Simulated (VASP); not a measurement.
# P (P4/mmm) in VASP: notebook, part 2 of 2

VASP 6.6.1. Earlier steps stand in the parts before.

### Step 3. Single point, PBE

This run uses another cell than the first one, of 14.80 Å³/atom.

Contents of INCAR:

```
SYSTEM = P
ALGO = Normal
EDIFF = 1E-6
ENCUT = 520
GGA = PE
ISIF = 2
ISMEAR = 0
LASPH = .TRUE.
LCHARG = .FALSE.
LREAL = .FALSE.
LWAVE = .FALSE.
NBANDS = 8
NELM = 100
PREC = Accurate
SIGMA = 0.1
```

Contents of KPOINTS:

```
k-points
0
G
  8 8 6
  0 0 0
```

Contents of POSCAR:

```
P
1.0
    2.5000148504      0.0000000000      0.0000000000
    0.0000000000      2.5000148504      0.0000000000
    0.0000000000      0.0000000000      2.3674923245
P
1
Direct
    0.0000000000      0.0000000000      0.5000000000
```

Potentials or basis: VASP PAW PBE potentials, release 64 (P).

Run with:

```sh
$ cat potpaw_PBE.64/P/POTCAR > POTCAR
$ mpirun -np 1 vasp_std > vasp.out
```

OUTCAR:

```text
SYSTEM = P
   EDIFF = 1E-6
   ENCUT = 520
   GGA = PE
   ISIF = 2
   ISMEAR = 0
   LASPH = .TRUE.
   LREAL = .FALSE.
   NELM = 100
   PREC = Accurate

 ion  position               nearest neighbor table
   1  0.000  0.000  0.500-

  LATTYP: Found a simple tetragonal cell.
 ALAT       =     2.5000148504
 C/A-ratio  =     0.9469913045

  Lattice vectors:

 A1 = (   2.5000148504,   0.0000000000,   0.0000000000)
 A2 = (   0.0000000000,   2.5000148504,   0.0000000000)
 A3 = (   0.0000000000,   0.0000000000,   2.3674923245)

Analysis of symmetry for initial positions (statically):
=====================================================================
 Subroutine PRICEL returns:
 Original cell was already a primitive cell.

 Routine SETGRP: Setting up the symmetry group for a
 simple tetragonal supercell.

 Subroutine GETGRP returns: Found 16 space group operations
 (whereof 16 operations were pure point group operations)
 out of a pool of 16 trial point group operations.

The static configuration has the point symmetry D_4h.

Analysis of symmetry for dynamics (positions and initial velocities):
=====================================================================
 Subroutine PRICEL returns:
 Original cell was already a primitive cell.

 Routine SETGRP: Setting up the symmetry group for a
 simple tetragonal supercell.

 Subroutine GETGRP returns: Found 16 space group operations
 (whereof 16 operations were pure point group operations)
 out of a pool of 16 trial point group operations.

The dynamic configuration has the point symmetry D_4h.

 Subroutine INISYM returns: Found 16 space group operations
 (whereof 16 operations are pure point group operations),
 and found     1 'primitive' translations

----------------------------------------------------------------------------------------

                                     Primitive cell

  volume of cell :      14.7970

  direct lattice vectors                    reciprocal lattice vectors
     2.500014850  0.000000000  0.000000000     0.399997624  0.000000000  0.000000000
     0.000000000  2.500014850  0.000000000     0.000000000  0.399997624  0.000000000
     0.000000000  0.000000000  2.367492325     0.000000000  0.000000000  0.422387853

  length of vectors
     2.500014850  2.500014850  2.367492325     0.399997624  0.399997624  0.422387853

  position of ions in fractional coordinates (direct lattice)
     0.000000000  0.000000000  0.500000000

  ion indices of the primitive-cell ions
   primitive index   ion index
                 1           1

----------------------------------------------------------------------------------------

 KPOINTS: k-points

Automatic generation of k-mesh.
 Grid dimensions read from file:
 generate k-points for:    8    8    6

 Generating k-lattice:

  Cartesian coordinates                     Fractional coordinates (reciprocal lattice)
     0.049999703  0.000000000  0.000000000     0.125000000  0.000000000  0.000000000
     0.000000000  0.049999703  0.000000000     0.000000000  0.125000000  0.000000000
     0.000000000  0.000000000  0.070397976     0.000000000  0.000000000  0.166666667

  Length of vectors
     0.049999703  0.049999703  0.070397976

  Shift w.r.t. Gamma in fractional coordinates (k-lattice)
     0.000000000  0.000000000  0.000000000

 Subroutine IBZKPT returns following result:
 ===========================================

 Found     60 irreducible k-points:

 Following reciprocal coordinates:
            Coordinates               Weight
  0.000000  0.000000  0.000000      1.000000
  0.125000  0.000000  0.000000      4.000000
  0.250000  0.000000  0.000000      4.000000
  0.375000  0.000000  0.000000      4.000000
  0.500000  0.000000  0.000000      2.000000
  0.125000  0.125000  0.000000      4.000000
[... 16 lines left out ...]
  0.375000  0.125000  0.166667     16.000000
  0.500000  0.125000  0.166667      8.000000
 [... further k-points ...]
   k-points           NKPTS =     60   k-points in BZ     NKDIM =     60   number of bands    NBANDS=      8
   number of dos      NEDOS =    301   number of ions     NIONS =      1
   total plane-waves  NPLWV =   7200
   dimension x,y,z NGX =    20 NGY =   20 NGZ =   18
   dimension x,y,z NGXF=    40 NGYF=   40 NGZF=   36
   ions per type =               1
   NGX,Y,Z   is equivalent  to a cutoff of  13.30, 13.30, 12.64 a.u.
   NGXF,Y,Z  is equivalent  to a cutoff of  26.60, 26.60, 25.28 a.u.
 SYSTEM =  P
   PREC   = accura    normal or accurate (medium, high low for compatibility)
   ISTART =      0    job   : 0-new  1-cont  2-samecut
   ICHARG =      2    charge: 1-file 2-atom 10-const
   ISPIN  =      1    spin polarized calculation?
   LNONCOLLINEAR =      F non collinear calculations
   LSORBIT =      F    spin-orbit coupling
   LASPH  =      T    aspherical Exc in radial PAW
   ENCUT  =  520.0 eV  38.22 Ry    6.18 a.u.   4.65  4.65  4.40*2*pi/ulx,y,z
   NELM   =    100;   NELMIN=  2; NELMDL= -5     # of ELM steps
   EDIFF  = 0.1E-05   stopping-criterion for ELM
   LREAL  =      F    real-space projection
   EDIFFG = 0.1E-04   stopping-criterion for IOM
   NSW    =      0    number of steps for IOM
   IBRION =     -1    ionic relax: 0-MD 1-quasi-New 2-CG
   NFREE  =      0    steps in history (QN), initial steepest desc. (CG)
   ISIF   =      2    stress and relaxation
   ISYM   =      2    0-nonsym 1-usesym 2-fastsym
   POTIM  = 0.5000    time-step for ionic-motion
   TEBEG  =    0.0;   TEEND  =   0.0 temperature during run
   PSTRESS=    0.0 pullay stress
   NELECT =       5.0000    total number of electrons
   NUPDOWN=      -1.0000    fix difference up-down
   EMIN   =  10.00;   EMAX   =-10.00  energy-range for DOS
   EFERMI =   0.00;   METHOD = LEGACY
   ISMEAR =     0;   SIGMA  =   0.10  broadening in eV -4-tet -1-fermi 0-gaus
   EFERMI_NEDOS =   21; number of points for ismear=-14 and -15
   IALGO  =     38    algorithm
   IMIX   =      4    mixing-type and parameters
     AMIX     =   0.40;   BMIX     =  1.00
     AMIX_MAG =   1.60;   BMIX_MAG =  1.00
  volume/ion in A,a.u.               =      14.80        99.86
  Fermi-wavevector in a.u.,A,eV,Ry     =   1.140268  2.154794 17.690444  1.300211
  Thomas-Fermi vector in A             =   2.276970
   LORBIT       =      0    0 simple, 1 ext, 2 COOP (PROOUT), +10 PAW based schemes
   GGA     = PE    functional components
   LHFCALC =     F    Hartree Fock is set to
   AEXX    =    0.0000 exact exchange contribution
   IVDW    =     0    specifies the selected vdW correction
   LEPSILON=     F    determine dielectric tensor
   LRPA    =     F    only Hartree local field effects (RPA)
 non-spin polarized calculation
 Gauss-broadening in eV      SIGMA  =   0.10
  energy-cutoff  :      520.00
  volume of cell :       14.80
 maximum number of plane-waves:       417
 NGX is ok and might be reduce to    20
   NGX =  9   NGY =  9   NGZ =  9

 number of electron       4.9999999 magnetization

 Free energy of the ion-electron system (eV)
  ---------------------------------------------------
  ext. energy  EPLUGINS =         0.00000000
  ---------------------------------------------------
  free energy    TOTEN  =        -5.30236894 eV

  energy without entropy =       -5.30143250  energy(sigma->0) =       -5.30190072

 E-fermi :   9.6022     XC(G=0): -11.2039

 val. band max:        9.2276751575   @ k =   0.5000   0.2500   0.0000
 cond. band min:       9.6498518040   @ k =   0.5000   0.2500   0.1667
 fundamental gap:      0.4221766465
 Fermi energy:         9.6021544670

 k-point     1 :       0.0000    0.0000    0.0000
  band No.  band energies     occupation
      1      -6.9462      2.00000
      2      13.5932      0.00000
      3      13.5932      0.00000
      4      15.9037      0.00000
      5      15.9119      0.00000
      6      16.3957      0.00000
      7      23.6981      0.00000
      8      32.5883      0.00000
[... 243 lines left out ...]
 k-point    24 :       0.5000    0.1250    0.1667
  band No.  band energies     occupation
      1      -2.0321      2.00000
      2       1.8378      2.00000
      3      12.5063      0.00000
      4      14.9664      0.00000
      5      19.3893      0.00000
      6      20.2525      0.00000
      7      24.6237      0.00000
      8      29.5590      0.00000

 [... further k-points ...]

------------------------ aborting loop because EDIFF is reached ----------------------------------------

  FORCE on cell =-STRESS in cart. coord.  units (eV):
  Direction    XX          YY          ZZ          XY          YZ          ZX
  --------------------------------------------------------------------------------------
  -------------------------------------------------------------------------------------
  Total       -0.0151278     -0.0151278     -0.0361720      0.0000000      0.0000000      0.0000000
  in kB       -1.6379904     -1.6379904     -3.9166000      0.0000000      0.0000000      0.0000000
  external PRESSURE =      -2.3975270 kB  Pullay stress =       0.0000000 kB

 VOLUME and BASIS-vectors are now :
 -----------------------------------------------------------------------------
  energy-cutoff  :      520.00
  volume of cell :       14.80
      direct lattice vectors                 reciprocal lattice vectors
     2.500014850  0.000000000  0.000000000     0.399997624  0.000000000  0.000000000
     0.000000000  2.500014850  0.000000000     0.000000000  0.399997624  0.000000000
     0.000000000  0.000000000  2.367492325     0.000000000  0.000000000  0.422387853

 POSITION                                       TOTAL-FORCE (eV/Angst)
 -----------------------------------------------------------------------------------
      0.00000      0.00000      1.18375         0.000000      0.000000      0.000000
 -----------------------------------------------------------------------------------
    total drift:                               -0.000000      0.000000     -0.000000

  FREE ENERGIE OF THE ION-ELECTRON SYSTEM (eV)
  ---------------------------------------------------
  free  energy   TOTEN  =        -5.3023689420 eV

  energy  without entropy=       -5.3014325014  energy(sigma->0) =       -5.30190072
```

stdout:

```text
POSCAR found type information on POSCAR P
 POSCAR found :  1 types and       1 ions
 scaLAPACK will be used
 LDA part: xc-table for (Slater+PW92), standard interpolation
 POSCAR, INCAR and KPOINTS ok, starting setup
 FFT: planning ... GRIDC
 FFT: planning ... GRID_SOFT
 FFT: planning ... GRID
 WAVECAR not read
 entering main loop
```

Run time: 3.1 s. Hardware: 1 thread of AMD EPYC 9R45 (Zen 5), shared host; peak memory 0.08 GiB.

Results:

* Free energy: -5.3024 eV
* Pressure: -0.2 GPa
* Band gap on the k mesh: zero (an odd number of electrons rules out a gap without spin polarisation)

Stress tensor (GPa, compression positive):
```
-0.16  0.00  0.00
 0.00 -0.16  0.00
 0.00  0.00 -0.39
```

Levels at points of the mesh, in eV from the Fermi level:
```csv
k point,band 1,band 2,band 3,band 4,band 5,band 6,band 7,band 8
"(0.00, 0.00, 0.00)",-16.55,3.99,3.99,6.30,6.31,6.79,14.10,22.99
"(0.50, 0.00, 0.00)",-12.65,-8.69,6.52,8.78,8.98,13.50,15.60,16.42
"(0.50, 0.50, 0.00)",-8.51,-5.57,-5.57,0.84,11.06,16.74,17.83,17.83
"(0.00, 0.00, 0.50)",-11.58,-8.79,7.29,7.29,9.39,13.29,13.29,15.69
"(0.50, 0.00, 0.50)",-7.28,-5.80,-4.77,0.95,9.61,15.56,16.52,16.74
"(0.50, 0.50, 0.50)",-3.09,-2.00,-1.96,-1.96,4.31,4.31,5.08,10.82
```

Caveat: the k points lie up to 0.44 Å⁻¹ apart, too coarse for converged energies and pressures of a metal; an odd number of electrons without spin polarisation forces a metal; a magnetic or distorted state may lie lower.

The gap in the log of VASP goes by the Fermi energy; the results here count the filled bands.